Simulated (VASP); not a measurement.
Write the native input for VASP 6.6.1 that does the following.

```
Task                    : density of states
Functional              : PBEsol
Potentials or basis     : VASP PAW PBE potentials, release 64 (Ba_sv, Ti_sv, O)
Cutoff                  : 520 eV
k mesh                  : 7 × 7 × 7
Occupations             : fermi-dirac, width 0.05 eV
Spin                    : no spin polarisation
Hubbard terms           : Ti d U = 8.0 eV
Dipole correction       : no
k mesh for the DOS      : 11 × 11 × 11
Occupations for the DOS : tetrahedron
Further INCAR settings  : ALGO = Normal; EDIFF = 1e-06
```

The system is BaTiO3.

```
CELL_PARAMETERS angstrom
4.00600 0.00000 0.00000
0.00000 4.00600 0.00000
0.00000 0.00000 4.00600
ATOMIC_POSITIONS crystal
Ba 0.50000 0.50000 0.50000
Ti 0.00000 0.00000 0.00000
O 0.00000 0.00000 0.50000
O 0.00000 0.50000 0.00000
O 0.50000 0.00000 0.00000
```

One way to write it, as run:

POSCAR

```
BaTiO3
1.0
    4.0060000000      0.0000000000      0.0000000000
    0.0000000000      4.0060000000      0.0000000000
    0.0000000000      0.0000000000      4.0060000000
Ba Ti O
1 1 3
Direct
    0.5000000000      0.5000000000      0.5000000000
    0.0000000000      0.0000000000      0.0000000000
    0.0000000000      0.0000000000      0.5000000000
    0.0000000000      0.5000000000      0.0000000000
    0.5000000000      0.0000000000      0.0000000000
```

INCAR.step1

```
PREC = Accurate ; ENCUT = 520
EDIFF = 1E-6 ; ISMEAR = -1
SIGMA = 0.05 ; LREAL = False
LASPH = True ; NELM = 150
ALGO = Normal ; ISIF = 2
LWAVE = False ; LCHARG = True
LMAXMIX = 4 ; LDAU = True
LDAUTYPE = 2 ; LDAUL = -1 2 -1
LDAUU = 0 8 0 ; LDAUJ = 0 0 0
LDAUPRINT = 1 ; GGA = PS
NBANDS = 28
```

KPOINTS.step1

```
regular mesh
0
Gamma
  7 7 7
```

INCAR.step2

```
PREC = Accurate ; ENCUT = 520
EDIFF = 1E-6 ; ISMEAR = -5
SIGMA = 0.05 ; LREAL = False
LASPH = True ; NELM = 150
ALGO = Normal ; ISIF = 2
LWAVE = False ; LCHARG = False
LMAXMIX = 4 ; LDAU = True
LDAUTYPE = 2 ; LDAUL = -1 2 -1
LDAUU = 0 8 0 ; LDAUJ = 0 0 0
LDAUPRINT = 1 ; GGA = PS
LORBIT = 11 ; NEDOS = 2001
ICHARG = 11
```

KPOINTS.step2

```
regular mesh
0
Gamma
  11 11 11
```

Potentials or basis: VASP PAW PBE potentials, release 64 (Ba_sv, Ti_sv, O).

Launch:

```sh
$ cat potpaw_PBE.64/Ba_sv/POTCAR potpaw_PBE.64/Ti_sv/POTCAR potpaw_PBE.64/O/POTCAR > POTCAR
$ cp INCAR.step1 INCAR
$ cp KPOINTS.step1 KPOINTS
$ mpirun -np 1 vasp_std > vasp.out
$ cp INCAR.step2 INCAR
$ cp KPOINTS.step2 KPOINTS
$ mpirun -np 1 vasp_std > vasp.out
```

Results of the run:

```yaml
Valence_electrons_inside_the_program's_atomic_spheres: Ba 7.99; Ti 9.94; O 5.04
```

Caveat: spin-orbit coupling is left out, which moves the levels of the heavy elements.

Wall time 37 s on 1 thread of Intel(R) Xeon(R) 6975P-C (Granite Rapids) (shared host), peak memory 0.22 GiB.
